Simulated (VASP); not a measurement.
# Ti3H2 (R-3m) in VASP: notebook, part 2 of 2

VASP 6.6.1.

## (3) Single point, PBE, collinear spin

This run uses another cell than the first one, of 10.95 Å³/atom.

INCAR reads:

```
PREC = Accurate
ENCUT = 520
EDIFF = 1E-7
ISMEAR = 0
SIGMA = 0.1
LREAL = F
LASPH = T
NELM = 150
ALGO = Normal
ISIF = 2
LWAVE = F
LCHARG = F
ISPIN = 2
MAGMOM = 1 1 1 0 0
LORBIT = 11
LMAXMIX = 4
GGA = PE
NBANDS = 31
```

KPOINTS reads:

```
regular mesh
0
Gamma
  6 6 6
```

POSCAR reads:

```
Ti3H2
1.0
    1.4778923577      0.8532615505      7.2393109804
   -1.4778923577      0.8532615505      7.2393109804
    0.0000000000     -1.7065231011      7.2393109804
Ti H
3 2
Direct
    0.7795050305      0.7795050305      0.7795050305
    0.2204949695      0.2204949695      0.2204949695
    0.0000000000      0.0000000000      0.0000000000
    0.3873572762      0.3873572762      0.3873572762
    0.6126427238      0.6126427238      0.6126427238
```

Potentials or basis: VASP PAW PBE potentials, release 64 (Ti_sv, H).

Run with:

```bash
$ cat potpaw_PBE.64/Ti_sv/POTCAR potpaw_PBE.64/H/POTCAR > POTCAR
$ mpirun -np 1 vasp_std > vasp.out
```

OUTCAR:

```text
PREC = Accurate
   ENCUT = 520
   EDIFF = 1E-7
   ISMEAR = 0
   LREAL = F
   LASPH = T
   NELM = 150
   ISIF = 2
   ISPIN = 2
   LORBIT = 11
   GGA = PE

 ion  position               nearest neighbor table
   1  0.780  0.780  0.780-   2 2.89   2 2.89   2 2.89
   2  0.220  0.220  0.220-   1 2.89   1 2.89   1 2.89
   3  0.000  0.000  0.000-
   4  0.387  0.387  0.387-
   5  0.613  0.613  0.613-

  LATTYP: Found a trigonal (rhomboedric) cell.
 ALAT       =     7.4377311437
 COS(alpha) =     0.9210349979

  Lattice vectors:

 A1 = (   1.4778923577,   0.8532615505,   7.2393109804)
 A2 = (  -1.4778923577,   0.8532615505,   7.2393109804)
 A3 = (   0.0000000000,  -1.7065231011,   7.2393109804)

Analysis of symmetry for initial positions (statically):
=====================================================================
 Subroutine PRICEL returns:
 Original cell was already a primitive cell.

 Routine SETGRP: Setting up the symmetry group for a
 trigonal (rhombohedral) supercell.

 Subroutine GETGRP returns: Found 12 space group operations
 (whereof 12 operations were pure point group operations)
 out of a pool of 12 trial point group operations.

The static configuration has the point symmetry D_3d.

Analysis of symmetry for dynamics (positions and initial velocities):
=====================================================================
 Subroutine PRICEL returns:
 Original cell was already a primitive cell.

 Routine SETGRP: Setting up the symmetry group for a
 trigonal (rhombohedral) supercell.

 Subroutine GETGRP returns: Found 12 space group operations
 (whereof 12 operations were pure point group operations)
 out of a pool of 12 trial point group operations.

The dynamic configuration has the point symmetry D_3d.

Analysis of structural, dynamic, and magnetic symmetry:
=====================================================================
 Subroutine PRICEL returns:
 Original cell was already a primitive cell.

[... 158 lines left out ...]

  energy without entropy =      -31.36092274  energy(sigma->0) =      -31.37676433

 E-fermi :   8.4759     XC(G=0): -11.6931

 val. band max:        8.4723820571   @ k =  -0.3333   0.1667   0.0000
 cond. band min:       8.4795508165   @ k =  -0.3333  -0.3333   0.1667
 fundamental gap:      0.0071687594
 Fermi energy:         8.4758907868

 spin component 1

 k-point     1 :       0.0000    0.0000    0.0000
  band No.  band energies     occupation
      1     -48.3429      1.00000
      2     -48.2686      1.00000
      3     -48.2364      1.00000
      4     -24.7507      1.00000
      5     -24.6996      1.00000
      6     -24.3285      1.00000
[... 805 lines left out ...]
     30      14.2885      0.00000
     31      15.0791      0.00000

 [... further k-points ...]

 spin component 2

 k-point     1 :       0.0000    0.0000    0.0000
  band No.  band energies     occupation
      1     -48.3430      1.00000
      2     -48.2687      1.00000
      3     -48.2363      1.00000
      4     -24.7508      1.00000
      5     -24.6996      1.00000
      6     -24.3285      1.00000
[... 805 lines left out ...]
     30      14.2885      0.00000
     31      15.0791      0.00000

 [... further k-points ...]
[... 5 lines left out ...]
  --------------------------------------------------------------------------------------
  -------------------------------------------------------------------------------------
  Total       -0.2375068     -0.2375068     -0.1053960      0.0000000      0.0000000      0.0000000
  in kB       -6.9472539     -6.9472539     -3.0829123      0.0000000      0.0000000      0.0000000
  external PRESSURE =      -5.6591401 kB  Pullay stress =       0.0000000 kB

 VOLUME and BASIS-vectors are now :
 -----------------------------------------------------------------------------
  energy-cutoff  :      520.00
  volume of cell :       54.77
      direct lattice vectors                 reciprocal lattice vectors
     1.477892358  0.853261550  7.239310980     0.338319633  0.195328931  0.046044898
    -1.477892358  0.853261550  7.239310980    -0.338319633  0.195328931  0.046044898
     0.000000000 -1.706523101  7.239310980     0.000000000 -0.390657862  0.046044898

 POSITION                                       TOTAL-FORCE (eV/Angst)
 -----------------------------------------------------------------------------------
      0.00000     -0.00000     16.92924         0.000000     -0.000000      0.096007
      0.00000     -0.00000      4.78869         0.000000      0.000000     -0.096007
      0.00000      0.00000      0.00000         0.000000      0.000000     -0.000000
      0.00000     -0.00000      8.41260         0.000000     -0.000000      0.032031
      0.00000     -0.00000     13.30533         0.000000      0.000000     -0.032031
 -----------------------------------------------------------------------------------
    total drift:                               -0.000000     -0.000000     -0.000000

  FREE ENERGIE OF THE ION-ELECTRON SYSTEM (eV)
  ---------------------------------------------------
  free  energy   TOTEN  =       -31.3926059278 eV

  energy  without entropy=      -31.3609227385  energy(sigma->0) =      -31.37676433

 total charge

# of ion       s       p       d       tot
------------------------------------------
    1        2.220   6.131   1.896  10.247
    2        2.220   6.131   1.896  10.247
    3        2.189   6.134   1.992  10.314
    4        0.534   0.019   0.000   0.553
    5        0.534   0.019   0.000   0.553
--------------------------------------------------
tot          7.697  18.434   5.784  31.914

 magnetization (x)

# of ion       s       p       d       tot
------------------------------------------
    1       -0.000  -0.000  -0.000  -0.000
    2       -0.000  -0.000  -0.000  -0.000
    3        0.000   0.000   0.000   0.000
    4       -0.000   0.000   0.000  -0.000
    5       -0.000   0.000   0.000  -0.000
--------------------------------------------------
tot         -0.000   0.000   0.000   0.000
```

Run time: 7 min. Hardware: 1 thread of Intel Xeon 6975P-C (Granite Rapids), shared host; peak memory 0.55 GiB.

Results:

```
Free energy                                           : -31.3926 eV
Pressure                                              : -0.6 GPa
Largest force                                         : 0.096 eV/Å
Band gap on the k mesh                                : zero (filled and empty bands overlap)
Net moment                                            : 0.00 μB per cell
Valence electrons inside the program's atomic spheres : Ti 10.25, 10.31 (each value once); H 0.55
```

Forces in eV/Å, atoms in the order of the input:
```
Ti   0.000  0.000  0.096
Ti   0.000  0.000 -0.096
Ti   0.000  0.000  0.000
H    0.000  0.000  0.032
H    0.000  0.000 -0.032
```

Caveat: the k points lie up to 0.41 Å⁻¹ apart, too coarse for converged energies and pressures of a metal.

## (4) Single point, PBE

This run uses another cell than the first one, of 10.91 Å³/atom.

INCAR reads:

```
SYSTEM = Ti3H2
PREC     = Accurate       ! precision mode
ENCUT    = 520            ! plane-wave cutoff, eV
EDIFF    = 1E-6           ! SCF threshold, eV
ISMEAR   = 0              ! smearing method
SIGMA    = 0.1            ! smearing width, eV
LREAL    = .FALSE.        ! projectors in reciprocal space
LASPH    = .TRUE.         ! aspherical terms in the spheres
NELM     = 80             ! most SCF steps
ALGO     = Normal         ! electronic algorithm
ISIF     = 2              ! what is computed and relaxed
LWAVE    = .FALSE.        ! write WAVECAR
LCHARG   = .FALSE.        ! write CHGCAR
GGA      = PE             ! functional
NBANDS   = 27             ! bands
```

KPOINTS reads:

```
Automatic mesh
0
G
  12 12 12
  0 0 0
```

POSCAR reads:

```
Ti3H2
1.0
    1.4723049189      0.8500356412      7.2673935075
   -1.4723049189      0.8500356412      7.2673935075
    0.0000000000     -1.7000712825      7.2673935075
Ti H
3 2
Direct
    0.7803368491      0.7803368491      0.7803368491
    0.2196631509      0.2196631509      0.2196631509
    0.0000000000      0.0000000000      0.0000000000
    0.3881387913      0.3881387913      0.3881387913
    0.6118612087      0.6118612087      0.6118612087
```

Run with:

```bash
$ cat potpaw_PBE.64/Ti_sv/POTCAR potpaw_PBE.64/H/POTCAR > POTCAR
$ mpirun -np 1 vasp_std > vasp.out
```

Wall time 15 min (1 thread of Intel Xeon 6975P-C (Granite Rapids), shared host); peak memory 0.54 GiB.

The run converged. Its results:

| Quantity | Value |
| --- | --- |
| Free energy | -31.4084 eV |
| Pressure | -0.2 GPa |
| Largest force | 0.009 eV/Å |
| Band gap on the k mesh | zero (bands 19 and 20 overlap by 0.86 eV) |

Forces on the atoms (eV/Å):
```
Ti   0.000  0.000  0.009
Ti   0.000  0.000 -0.009
Ti   0.000  0.000  0.000
H    0.000  0.000  0.000
H    0.000  0.000  0.000
```

Levels at points of the mesh, in eV from the Fermi level:
| k point | band 15 | band 16 | band 17 | band 18 | band 19 | band 20 | band 21 | band 22 | band 23 | band 24 |
| --- | --- | --- | --- | --- | --- | --- | --- | --- | --- | --- |
| (0.00, 0.00, 0.00) | -4.08 | -1.51 | -0.54 | 0.44 | 0.44 | 0.68 | 0.76 | 0.76 | 1.05 | 1.05 |
| (0.50, 0.00, 0.00) | -2.79 | -2.19 | -1.37 | -1.02 | -0.18 | 0.44 | 0.87 | 1.07 | 2.29 | 2.42 |
| (0.50, 0.50, 0.00) | -2.81 | -1.87 | -1.54 | -0.88 | 0.12 | 0.41 | 0.61 | 0.96 | 1.01 | 3.19 |
| (0.50, 0.50, 0.50) | -2.94 | -2.54 | -0.08 | 0.45 | 0.54 | 0.54 | 0.73 | 0.73 | 0.89 | 0.89 |

## (5) Summary

| task | spin | cell | k mesh | cutoff (eV) | smearing | gap on the mesh (eV) | pressure (GPa) | largest force (eV/Å) |
| --- | --- | --- | --- | --- | --- | --- | --- | --- |
| relaxation of cell and atoms | off | relaxed from a = 7.466 Å, angles 22.9°, 5 atoms, atomic positions A | 6 × 6 × 6 | 600 | gaussian 0.2 eV | none | 0.2 | 0.02 |
| single point | collinear | a = 7.438 Å, angles 22.9°, 5 atoms, atomic positions B | 6 × 6 × 6 | 520 | gaussian 0.1 eV | none | -0.6 | 0.10 |
| single point | off | a = 7.464 Å, angles 22.8°, 5 atoms, atomic positions C | 12 × 12 × 12 | 520 | gaussian 0.1 eV | none | -0.2 | 0.01 |

Alike in all rows: level PBE; potentials or basis VASP PAW PBE potentials, release 64 (Ti_sv, H).

Caveats: some runs use coarse meshes.

Absolute energies hang on the potentials; compare differences alone.
